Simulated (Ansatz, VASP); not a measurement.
**Two plane-wave programs on Co**

```
Co
1.0
     0.00000    2.42518    2.42518
     2.42518    0.00000    2.42518
     2.42518    2.42518    0.00000
Co
2
Direct
  0.12500 0.12500 0.12500
  0.87500 0.87500 0.87500
```

Alike in both runs: task single point; functional PBEsol; k mesh 13 × 13 × 13; occupations fermi-dirac, width 0.05 eV; collinear spin.

|  | VASP | Ansatz |
| --- | --- | --- |
| version | VASP 6.6.1 | Ansatz 0.2.0 |
| potentials or method | VASP PAW PBE potentials, release 64 (Co), cutoff 600 eV | plane waves (420 eV) with PAW, scalar-relativistic |
| valence electrons in the cell | 18 | 34 |

VASP gave:

- pressure (GPa): -1.5
- net moment per atom (μB): 0.37
- size of the moment on the site where the two differ most (μB): 0.36

Problem. Which values does Ansatz return?

Solution. Pressure (GPa): -0.1; net moment per atom (μB): 0.34; size of the moment on the site where the two differ most (μB): 0.33.

VASP's potentials were made for PBE, not for PBEsol, and Ansatz warns of the same on its side. Site moments also hang on the region over which each program counts them. VASP's potentials hold 18 valence electrons a cell and Ansatz's 34, so a difference there can come from the potentials and not from the codes.
